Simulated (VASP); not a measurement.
# SrCuS2 (P4/nmm) in VASP: a series of runs, part 2 of 2

VASP 6.6.1. Earlier steps stand in the parts before.

## Step 3: Single point, r2SCAN, collinear spin, zero start

Contents of POSCAR:

```
SrCuS2
1.0
    4.3469963735      0.0000000000      0.0000000000
    0.0000000000      4.3469963735      0.0000000000
    0.0000000000      0.0000000000      8.9334474088
Sr Cu S
2 2 4
Direct
    0.2500000000      0.2500000000      0.6854299382
    0.7500000000      0.7500000000      0.3145700618
    0.2500000000      0.2500000000      0.0950608743
    0.7500000000      0.7500000000      0.9049391257
    0.2500000000      0.2500000000      0.3544697016
    0.7500000000      0.7500000000      0.6455302984
    0.7500000000      0.2500000000      0.0000000000
    0.2500000000      0.7500000000      0.0000000000
```

Contents of INCAR.step1:

```
  PREC = Accurate
  ENCUT = 520
  ISMEAR = 1
  SIGMA = 0.05
  LREAL = F
  LASPH = T
  NELM = 150
  ISPIN = 2
  MAGMOM = 0 0 0 0 0 0 0 0
  LMAXMIX = 4
  NBANDS = 47
  GGA = PE
  ALGO = Normal
  EDIFF = 1E-4
  LWAVE = T
  LCHARG = F
```

Contents of INCAR.step2:

```
  PREC = Accurate
  ENCUT = 520
  EDIFF = 1E-6
  ISMEAR = 1
  SIGMA = 0.05
  LREAL = F
  LASPH = T
  NELM = 150
  ALGO = Normal
  ISIF = 2
  LWAVE = F
  LCHARG = F
  ISPIN = 2
  MAGMOM = 0 0 0 0 0 0 0 0
  LORBIT = 11
  LMAXMIX = 4
  METAGGA = R2SCAN
  LMIXTAU = T
  NBANDS = 47
  ISTART = 1
```

Contents of KPOINTS:

```
regular mesh
0
Gamma
  4 4 2
```

Potentials or basis: VASP PAW PBE potentials, release 64 (Sr_sv, Cu, S).

Started as:

```
cat potpaw_PBE.64/Sr_sv/POTCAR potpaw_PBE.64/Cu/POTCAR potpaw_PBE.64/S/POTCAR > POTCAR
cp INCAR.step1 INCAR
mpirun -np 1 vasp_std > vasp.out
cp INCAR.step2 INCAR
mpirun -np 1 vasp_std > vasp.out
```

OUTCAR:

```text
PREC = Accurate
   ENCUT = 520
   EDIFF = 1E-6
   ISMEAR = 1
   LREAL = F
   LASPH = T
   NELM = 150
   ISIF = 2
   ISPIN = 2
   LORBIT = 11
   METAGGA = R2SCAN
   ISTART = 1

 ion  position               nearest neighbor table
   1  0.250  0.250  0.685-   5 2.96   6 3.09   6 3.09   6 3.09   6 3.09   8 3.55   8 3.55   7 3.55
                             7 3.55   4 3.65   4 3.65   4 3.65   4 3.65   3 3.66   2 4.52   2 4.52
   2  0.750  0.750  0.315-   6 2.96   5 3.09   5 3.09   5 3.09   5 3.09   7 3.55   8 3.55   8 3.55
                             7 3.55   3 3.65   3 3.65   3 3.65   3 3.65   4 3.66   1 4.52   1 4.52
   3  0.250  0.250  0.095-   5 2.32   7 2.33   8 2.33   8 2.33   7 2.33   2 3.65   2 3.65   2 3.65
                             2 3.65   1 3.66
   4  0.750  0.750  0.905-   6 2.32   7 2.33   8 2.33   7 2.33   8 2.33   1 3.65   1 3.65   1 3.65
                             1 3.65   2 3.66
   5  0.250  0.250  0.354-   3 2.32   1 2.96   2 3.09   2 3.09   2 3.09   2 3.09
   6  0.750  0.750  0.646-   4 2.32   2 2.96   1 3.09   1 3.09   1 3.09   1 3.09
   7  0.750  0.250  0.000-   3 2.33   4 2.33   4 2.33   3 2.33   2 3.55   1 3.55   1 3.55   2 3.55

   8  0.250  0.750  0.000-   3 2.33   4 2.33   3 2.33   4 2.33   1 3.55   1 3.55   2 3.55   2 3.55

  LATTYP: Found a simple tetragonal cell.
 ALAT       =     4.3469963735
 C/A-ratio  =     2.0550850843

  Lattice vectors:

 A1 = (   4.3469963735,   0.0000000000,   0.0000000000)
 A2 = (   0.0000000000,   4.3469963735,   0.0000000000)
 A3 = (   0.0000000000,   0.0000000000,   8.9334474088)

Analysis of symmetry for initial positions (statically):
=====================================================================
 Subroutine PRICEL returns:
 Original cell was already a primitive cell.

 Routine SETGRP: Setting up the symmetry group for a
 simple tetragonal supercell.

 Subroutine GETGRP returns: Found 16 space group operations
 (whereof  4 operations were pure point group operations)
 out of a pool of 16 trial point group operations.

The static configuration has the point symmetry C_2h.
 The point group associated with its full space group is D_4h.
[... 765 lines left out ...]
  band No.  band energies     occupation
      1     -31.9817      1.00000
      2     -31.9762      1.00000
      3     -13.5326      1.00000
      4     -13.4101      1.00000
      5     -13.3290      1.00000
      6     -13.3290      1.00000
[... 565 lines left out ...]
     44      10.6976      0.00000
     45      11.3577      0.00000
 [bands above 45 left out]

------------------------ aborting loop because EDIFF is reached ----------------------------------------

  FORCE on cell =-STRESS in cart. coord.  units (eV):
  Direction    XX          YY          ZZ          XY          YZ          ZX
  --------------------------------------------------------------------------------------
  -------------------------------------------------------------------------------------
  Total        0.0583038      0.0583038      0.0951593      0.0000000      0.0000000      0.0000000
  in kB        0.5533625      0.5533625      0.9031588      0.0000000      0.0000000      0.0000000
  external PRESSURE =       0.6699613 kB  Pullay stress =       0.0000000 kB

 VOLUME and BASIS-vectors are now :
 -----------------------------------------------------------------------------
  energy-cutoff  :      520.00
  volume of cell :      168.81
      direct lattice vectors                 reciprocal lattice vectors
     4.346996373  0.000000000  0.000000000     0.230043900  0.000000000  0.000000000
     0.000000000  4.346996373  0.000000000     0.000000000  0.230043900  0.000000000
     0.000000000  0.000000000  8.933447409     0.000000000  0.000000000  0.111938869

 POSITION                                       TOTAL-FORCE (eV/Angst)
 -----------------------------------------------------------------------------------
      1.08675      1.08675      6.12325        -0.000000      0.000000      0.001868
      3.26025      3.26025      2.81020         0.000000     -0.000000     -0.001868
      1.08675      1.08675      0.84922         0.000000     -0.000000      0.032133
      3.26025      3.26025      8.08423        -0.000000     -0.000000     -0.032133
      1.08675      1.08675      3.16664         0.000000     -0.000000     -0.010748
      3.26025      3.26025      5.76681        -0.000000     -0.000000      0.010748
      3.26025      1.08675      0.00000         0.000000     -0.000000     -0.000000
      1.08675      3.26025      0.00000        -0.000000     -0.000000     -0.000000
 -----------------------------------------------------------------------------------
    total drift:                                0.000000     -0.000000     -0.000000

  FREE ENERGIE OF THE ION-ELECTRON SYSTEM (eV)
  ---------------------------------------------------
  free  energy   TOTEN  =       -94.3282843349 eV

  energy  without entropy=      -94.3275238829  energy(sigma->0) =      -94.32803085

 total charge

# of ion       s       p       d       tot
------------------------------------------
    1        2.000   5.859   0.166   8.025
    2        2.000   5.859   0.166   8.025
    3        0.399   0.442   9.197  10.037
    4        0.399   0.442   9.197  10.037
    5        1.304   2.469   0.000   3.773
    6        1.304   2.469   0.000   3.773
    7        1.347   2.354   0.000   3.702
    8        1.347   2.354   0.000   3.702
--------------------------------------------------
tot         10.100  22.248  18.726  51.074

 magnetization (x)

# of ion       s       p       d       tot
------------------------------------------
    1       -0.000  -0.000  -0.000  -0.000
    2       -0.000  -0.000  -0.000  -0.000
    3        0.000  -0.000  -0.000  -0.000
    4        0.000  -0.000  -0.000  -0.000
    5       -0.000  -0.000   0.000  -0.000
    6       -0.000  -0.000   0.000  -0.000
    7       -0.000  -0.000   0.000  -0.000
    8       -0.000  -0.000   0.000  -0.000
--------------------------------------------------
tot         -0.000  -0.000  -0.000  -0.000
```

OSZICAR.step1:

```text
N       E                     dE             d eps       ncg     rms          rms(c)
DAV:   1     0.641410842554E+03    0.64141E+03   -0.27562E+04  2256   0.148E+03
DAV:   2     0.481543927065E+02   -0.59326E+03   -0.55733E+03  2403   0.379E+02
DAV:   3    -0.332550486011E+02   -0.81409E+02   -0.77658E+02  2984   0.145E+02
DAV:   4    -0.408249675312E+02   -0.75699E+01   -0.74940E+01  3808   0.390E+01
DAV:   5    -0.411696772851E+02   -0.34471E+00   -0.34411E+00  3723   0.702E+00    0.291E+01
DAV:   6    -0.428158503779E+02   -0.16462E+01   -0.84713E+01  3384   0.147E+02    0.218E+01
DAV:   7    -0.357396210942E+02    0.70762E+01   -0.28573E+01  3321   0.835E+01    0.117E+01
DAV:   8    -0.366106868037E+02   -0.87107E+00   -0.80301E+00  3552   0.420E+01    0.677E+00
DAV:   9    -0.360941370280E+02    0.51655E+00   -0.35720E+00  3522   0.421E+01    0.214E+00
DAV:  10    -0.360859789888E+02    0.81580E-02   -0.44038E-01  3513   0.967E+00    0.759E-01
DAV:  11    -0.360887979660E+02   -0.28190E-02   -0.59050E-02  3833   0.217E+00    0.598E-01
DAV:  12    -0.360895121540E+02   -0.71419E-03   -0.52763E-03  3664   0.911E-01    0.349E-01
DAV:  13    -0.360893201890E+02    0.19197E-03   -0.86066E-04  3473   0.210E-01    0.201E-01
DAV:  14    -0.360891318295E+02    0.18836E-03   -0.76260E-05  1678   0.205E-01    0.136E-01
DAV:  15    -0.360890722008E+02    0.59629E-04   -0.31756E-04  2384   0.118E-01
   1 F= -.36089072E+02 E0= -.36088807E+02  d E =-.795690E-03  mag=    -0.0000
```

It took 5.2 min on 1 thread of Intel Xeon 6975P-C (Granite Rapids), shared host; peak memory 0.43 GiB.

What came out:

| Quantity | Value |
| --- | --- |
| Free energy | -94.3283 eV |
| Pressure | 0.1 GPa |
| Largest force | 0.032 eV/Å |
| Band gap on the k mesh | zero (filled and empty bands overlap) |
| Net moment | 0.00 μB per cell |
| Valence electrons inside the program's atomic spheres | Sr 8.03; Cu 10.04; S 3.77, 3.70 |

Forces in eV/Å, atoms in the order of the input:
```
Sr   0.000  0.000  0.002
Sr   0.000  0.000 -0.002
Cu   0.000  0.000  0.032
Cu   0.000  0.000 -0.032
S    0.000  0.000 -0.011
S    0.000  0.000  0.011
S    0.000  0.000  0.000
S    0.000  0.000  0.000
```

Levels at points of the mesh, in eV from the Fermi level:
Spin up:
```
           k point  band 29  band 30  band 31  band 32  band 33  band 34  band 35  band 36  band 37  band 38
(0.00, 0.00, 0.00)    -0.99    -0.99    -0.24     0.06     0.06     0.27     1.63     2.58     3.58     3.95
(0.50, 0.00, 0.00)    -1.47    -1.47    -0.80    -0.80    -0.52    -0.52     4.97     4.97     5.62     5.62
(0.50, 0.50, 0.00)    -1.63    -1.63    -1.02    -1.02     1.63     1.63     3.58     3.58     5.08     5.08
(0.00, 0.00, 0.50)    -0.47    -0.47    -0.39    -0.25    -0.11    -0.11     1.81     3.02     3.37     4.01
(0.50, 0.00, 0.50)    -1.31    -1.31    -0.77    -0.77    -0.45    -0.45     5.21     5.21     5.40     5.40
(0.50, 0.50, 0.50)    -1.43    -1.43    -1.09    -1.09     1.63     1.63     3.93     3.93     4.63     4.63
```
Spin down:
```csv
k point,band 30,band 31,band 32,band 33,band 34,band 35,band 36,band 37
"(0.00, 0.00, 0.00)",-0.99,-0.24,0.06,0.06,0.27,1.63,2.58,3.58
"(0.50, 0.00, 0.00)",-1.47,-0.80,-0.80,-0.52,-0.52,4.97,4.97,5.62
"(0.50, 0.50, 0.00)",-1.63,-1.02,-1.02,1.63,1.63,3.58,3.58,5.08
"(0.00, 0.00, 0.50)",-0.47,-0.39,-0.25,-0.11,-0.11,1.81,3.02,3.37
"(0.50, 0.00, 0.50)",-1.31,-0.77,-0.77,-0.45,-0.45,5.21,5.21,5.40
"(0.50, 0.50, 0.50)",-1.43,-1.09,-1.09,1.63,1.63,3.93,3.93,4.63
```

Caveat: the k points lie up to 0.36 Å⁻¹ apart; the PAW data sets were made with another functional, which shifts forces and pressure a little. With open d or f shells a metallic result of r2SCAN can be an artefact of self-interaction; +U or a hybrid may open a gap.
